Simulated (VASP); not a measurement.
# LiGa (Fd-3m) in VASP: notebook

LiGa is run at these levels: LDA; tasks: single point.

Program: VASP 6.6.1. These are calculated values, not measurements. Logs are shortened: lines on timing, memory, paths and dates and some standing lists are left out, and cuts for length are marked.

### Step 1. The cell of the first run

It takes space group Fd-3m (No. 227, cubic). Conventional cell: a = 6.000 Å, b = 6.000 Å, c = 6.000 Å, α = 90.00°, β = 90.00°, γ = 90.00°. Li (site symmetry -43m) has 4 Li at 2.60 Å and 10 Ga at 2.60 to 3.00 Å within 3.4 Å. Within 3.4 Å of Ga (site symmetry -43m) lie 10 Li at 2.60 to 3.00 Å and 4 Ga at 2.60 Å.

### Step 2. Single point, LDA

Input file INCAR:

```
PREC = Accurate
ENCUT = 520
EDIFF = 1E-6
ISMEAR = 0
SIGMA = 0.1
LREAL = F
LASPH = T
NELM = 80
ALGO = Normal
ISIF = 2
LWAVE = F
LCHARG = F
GGA = CA
NBANDS = 24
```

Input file KPOINTS:

```
regular mesh
0
Gamma
  7 7 7
```

Input file POSCAR:

```
LiGa
1.0
    0.0000000000      2.9999502345      2.9999502345
    2.9999502345      0.0000000000      2.9999502345
    2.9999502345      2.9999502345      0.0000000000
Li Ga
2 2
Direct
    0.5000000000      0.5000000000      0.5000000000
    0.7500000000      0.7500000000      0.7500000000
    0.0000000000      0.0000000000      0.0000000000
    0.2500000000      0.2500000000      0.2500000000
```

Potentials or basis: VASP PAW LDA potentials, release 64 (Li_sv, Ga_d).

Started as:

```console
$ cat potpaw_LDA.64/Li_sv/POTCAR potpaw_LDA.64/Ga_d/POTCAR > POTCAR
$ mpirun -np 1 vasp_std > vasp.out
```

OUTCAR:

```text
PREC = Accurate
   ENCUT = 520
   EDIFF = 1E-6
   ISMEAR = 0
   LREAL = F
   LASPH = T
   NELM = 80
   ISIF = 2
   GGA = CA

 ion  position               nearest neighbor table
   1  0.500  0.500  0.500-   4 2.60   4 2.60   4 2.60   2 2.60   4 2.60   2 2.60   2 2.60   2 2.60

   2  0.750  0.750  0.750-   1 2.60   1 2.60   1 2.60   1 2.60   3 2.60   3 2.60   3 2.60   3 2.60

   3  0.000  0.000  0.000-   2 2.60   2 2.60   2 2.60   2 2.60   4 2.60   4 2.60   4 2.60   4 2.60

   4  0.250  0.250  0.250-   3 2.60   3 2.60   3 2.60   1 2.60   3 2.60   1 2.60   1 2.60   1 2.60

  LATTYP: Found a face centered cubic cell.
 ALAT       =     5.9999004690

  Lattice vectors:

 A1 = (   0.0000000000,   2.9999502345,   2.9999502345)
 A2 = (   2.9999502345,   0.0000000000,   2.9999502345)
 A3 = (   2.9999502345,   2.9999502345,   0.0000000000)

Analysis of symmetry for initial positions (statically):
=====================================================================
 Subroutine PRICEL returns:
 Original cell was already a primitive cell.

 Routine SETGRP: Setting up the symmetry group for a
 face centered cubic supercell.

 Subroutine GETGRP returns: Found 48 space group operations
 (whereof 24 operations were pure point group operations)
 out of a pool of 48 trial point group operations.

The static configuration has the point symmetry T_d .
 The point group associated with its full space group is O_h .

Analysis of symmetry for dynamics (positions and initial velocities):
=====================================================================
 Subroutine PRICEL returns:
 Original cell was already a primitive cell.

 Routine SETGRP: Setting up the symmetry group for a
 face centered cubic supercell.

 Subroutine GETGRP returns: Found 48 space group operations
 (whereof 24 operations were pure point group operations)
 out of a pool of 48 trial point group operations.

The dynamic configuration has the point symmetry T_d .
 The point group associated with its full space group is O_h .

 Subroutine INISYM returns: Found 48 space group operations
 (whereof 24 operations are pure point group operations),
 and found     1 'primitive' translations

----------------------------------------------------------------------------------------

                                     Primitive cell

  volume of cell :      53.9973

  direct lattice vectors                    reciprocal lattice vectors
     0.000000000  2.999950234  2.999950234    -0.166669431  0.166669431  0.166669431
     2.999950234  0.000000000  2.999950234     0.166669431 -0.166669431  0.166669431
     2.999950234  2.999950234  0.000000000     0.166669431  0.166669431 -0.166669431

  length of vectors
     4.242570308  4.242570308  4.242570308     0.288679923  0.288679923  0.288679923

  position of ions in fractional coordinates (direct lattice)
     0.500000000  0.500000000  0.500000000
     0.750000000  0.750000000  0.750000000
     0.000000000  0.000000000  0.000000000
     0.250000000  0.250000000  0.250000000

  ion indices of the primitive-cell ions
   primitive index   ion index
                 1           1
                 2           2
                 3           3
                 4           4

----------------------------------------------------------------------------------------

 KPOINTS: regular mesh

Automatic generation of k-mesh.
 Grid dimensions read from file:
 generate k-points for:    7    7    7

 Generating k-lattice:

  Cartesian coordinates                     Fractional coordinates (reciprocal lattice)
    -0.023809919  0.023809919  0.023809919     0.142857143  0.000000000  0.000000000
     0.023809919 -0.023809919  0.023809919     0.000000000  0.142857143  0.000000000
     0.023809919  0.023809919 -0.023809919     0.000000000  0.000000000  0.142857143

  Length of vectors
     0.041239989  0.041239989  0.041239989

  Shift w.r.t. Gamma in fractional coordinates (k-lattice)
     0.000000000  0.000000000  0.000000000

 Subroutine IBZKPT returns following result:
 ===========================================

 Found     20 irreducible k-points:

 Following reciprocal coordinates:
            Coordinates               Weight
  0.000000  0.000000  0.000000      1.000000
  0.142857  0.000000  0.000000      8.000000
  0.285714  0.000000  0.000000      8.000000
  0.428571  0.000000  0.000000      8.000000
  0.142857  0.142857  0.000000      6.000000
  0.285714  0.142857  0.000000     24.000000
[... 12 lines left out ...]
 -0.428571  0.428571  0.142857     24.000000
 -0.285714  0.428571  0.142857     24.000000
   k-points           NKPTS =     20   k-points in BZ     NKDIM =     20   number of bands    NBANDS=     24
   number of dos      NEDOS =    301   number of ions     NIONS =      4
   total plane-waves  NPLWV =  32768
   dimension x,y,z NGX =    32 NGY =   32 NGZ =   32
   dimension x,y,z NGXF=    64 NGYF=   64 NGZF=   64
   ions per type =               2   2
   NGX,Y,Z   is equivalent  to a cutoff of  12.54, 12.54, 12.54 a.u.
   NGXF,Y,Z  is equivalent  to a cutoff of  25.08, 25.08, 25.08 a.u.
 SYSTEM =  unknown system
   PREC   = accura    normal or accurate (medium, high low for compatibility)
   ISTART =      0    job   : 0-new  1-cont  2-samecut
   ICHARG =      2    charge: 1-file 2-atom 10-const
   ISPIN  =      1    spin polarized calculation?
   LNONCOLLINEAR =      F non collinear calculations
   LSORBIT =      F    spin-orbit coupling
   LASPH  =      T    aspherical Exc in radial PAW
   ENCUT  =  520.0 eV  38.22 Ry    6.18 a.u.   7.89  7.89  7.89*2*pi/ulx,y,z
   NELM   =     80;   NELMIN=  2; NELMDL= -5     # of ELM steps
   EDIFF  = 0.1E-05   stopping-criterion for ELM
   LREAL  =      F    real-space projection
   EDIFFG = 0.1E-04   stopping-criterion for IOM
   NSW    =      0    number of steps for IOM
   IBRION =     -1    ionic relax: 0-MD 1-quasi-New 2-CG
   NFREE  =      0    steps in history (QN), initial steepest desc. (CG)
   ISIF   =      2    stress and relaxation
   ISYM   =      2    0-nonsym 1-usesym 2-fastsym
   POTIM  = 0.5000    time-step for ionic-motion
   TEBEG  =    0.0;   TEEND  =   0.0 temperature during run
   PSTRESS=    0.0 pullay stress
   NELECT =      32.0000    total number of electrons
   NUPDOWN=      -1.0000    fix difference up-down
   EMIN   =  10.00;   EMAX   =-10.00  energy-range for DOS
   EFERMI =   0.00;   METHOD = LEGACY
   ISMEAR =     0;   SIGMA  =   0.10  broadening in eV -4-tet -1-fermi 0-gaus
   EFERMI_NEDOS =   21; number of points for ismear=-14 and -15
   IALGO  =     38    algorithm
   IMIX   =      4    mixing-type and parameters
     AMIX     =   0.40;   BMIX     =  1.00
     AMIX_MAG =   1.60;   BMIX_MAG =  1.00
  volume/ion in A,a.u.               =      13.50        91.10
  Fermi-wavevector in a.u.,A,eV,Ry     =   1.375099  2.598561 25.727236  1.890898
  Thomas-Fermi vector in A             =   2.500466
   LORBIT       =      0    0 simple, 1 ext, 2 COOP (PROOUT), +10 PAW based schemes
   GGA     = CA    functional components
   LHFCALC =     F    Hartree Fock is set to
   AEXX    =    0.0000 exact exchange contribution
   IVDW    =     0    specifies the selected vdW correction
   LEPSILON=     F    determine dielectric tensor
   LRPA    =     F    only Hartree local field effects (RPA)
 non-spin polarized calculation
 Gauss-broadening in eV      SIGMA  =   0.10
  energy-cutoff  :      520.00
  volume of cell :       54.00
 maximum number of plane-waves:      1468
   NGX = 15   NGY = 15   NGZ = 15

 number of electron      32.0000024 magnetization

 Free energy of the ion-electron system (eV)
  ---------------------------------------------------
  ext. energy  EPLUGINS =         0.00000000
  ---------------------------------------------------
  free energy    TOTEN  =       -12.79485689 eV

  energy without entropy =      -12.79111277  energy(sigma->0) =      -12.79298483

 E-fermi :   6.2024     XC(G=0): -10.8039

 val. band max:        6.1233549071   @ k =  -0.1429   0.1429   0.0000
 cond. band min:       6.2404022100   @ k =   0.4286   0.4286   0.0000
 fundamental gap:      0.1170473029
 Fermi energy:         6.2023984502

 k-point     1 :       0.0000    0.0000    0.0000
  band No.  band energies     occupation
      1     -40.3355      2.00000
      2     -40.2567      2.00000
      3      -9.7640      2.00000
      4      -9.7640      2.00000
      5      -9.7640      2.00000
      6      -9.7370      2.00000
[... 16 lines left out ...]
     23      10.3719      0.00000
     24      12.0613      0.00000

 k-point     2 :       0.1429    0.0000    0.0000
  band No.  band energies     occupation
      1     -40.3324      2.00000
      2     -40.2595      2.00000
      3      -9.7818      2.00000
      4      -9.7818      2.00000
      5      -9.7601      2.00000
      6      -9.7122      2.00000
[... 16 lines left out ...]
     23      10.7432      0.00000
     24      12.7081      0.00000

 k-point     3 :       0.2857    0.0000    0.0000
  band No.  band energies     occupation
      1     -40.3247      2.00000
      2     -40.2670      2.00000
      3      -9.7926      2.00000
      4      -9.7926      2.00000
      5      -9.7528      2.00000
      6      -9.6903      2.00000
[... 16 lines left out ...]
     23      12.3583      0.00000
     24      15.3138      0.00000
[... 406 lines left out ...]
 k-point    19 :      -0.4286    0.4286    0.1429
  band No.  band energies     occupation
      1     -40.3035      2.00000
      2     -40.2877      2.00000
      3      -9.8169      2.00000
      4      -9.8144      2.00000
      5      -9.7148      2.00000
      6      -9.6585      2.00000
[... 16 lines left out ...]
     23      15.3974      0.00000
     24      15.7825      0.00000

 k-point    20 :      -0.2857    0.4286    0.1429
  band No.  band energies     occupation
      1     -40.3010      2.00000
      2     -40.2902      2.00000
      3      -9.8287      2.00000
      4      -9.8171      2.00000
      5      -9.6942      2.00000
      6      -9.6303      2.00000
[... 16 lines left out ...]
     23      14.6506      0.00000
     24      16.5037      0.00000

------------------------ aborting loop because EDIFF is reached ----------------------------------------

  FORCE on cell =-STRESS in cart. coord.  units (eV):
  Direction    XX          YY          ZZ          XY          YZ          ZX
  --------------------------------------------------------------------------------------
  -------------------------------------------------------------------------------------
  Total        0.4166379      0.4166379      0.4166379     -0.0000000      0.0000000      0.0000000
  in kB       12.3622417     12.3622417     12.3622417     -0.0000000      0.0000000      0.0000000
  external PRESSURE =      12.3622417 kB  Pullay stress =       0.0000000 kB

 VOLUME and BASIS-vectors are now :
 -----------------------------------------------------------------------------
  energy-cutoff  :      520.00
  volume of cell :       54.00
      direct lattice vectors                 reciprocal lattice vectors
     0.000000000  2.999950234  2.999950234    -0.166669431  0.166669431  0.166669431
     2.999950234  0.000000000  2.999950234     0.166669431 -0.166669431  0.166669431
     2.999950234  2.999950234  0.000000000     0.166669431  0.166669431 -0.166669431

 POSITION                                       TOTAL-FORCE (eV/Angst)
 -----------------------------------------------------------------------------------
      2.99995      2.99995      2.99995        -0.000000      0.000000      0.000000
      4.49993      4.49993      4.49993        -0.000000      0.000000     -0.000000
      0.00000      0.00000      0.00000        -0.000000     -0.000000     -0.000000
      1.49998      1.49998      1.49998         0.000000      0.000000      0.000000
 -----------------------------------------------------------------------------------
    total drift:                               -0.000000      0.000000      0.000000

  FREE ENERGIE OF THE ION-ELECTRON SYSTEM (eV)
  ---------------------------------------------------
  free  energy   TOTEN  =       -12.7948568886 eV

  energy  without entropy=      -12.7911127690  energy(sigma->0) =      -12.79298483
```

It took 43 s on 1 thread of AMD EPYC 7R13, shared host; peak memory 0.13 GiB.

What came out:

```
Free energy            : -12.7949 eV
Band gap on the k mesh : zero (band 16 reaches 6.60 eV, above the bottom of band 17 at 6.24 eV)
```

Caveat: the cutoff is under 1.25 times the usual one of these potentials, so pressure, stress and relaxed cells hold a basis-set (Pulay) error.

(Continued in part 2 of 2.)
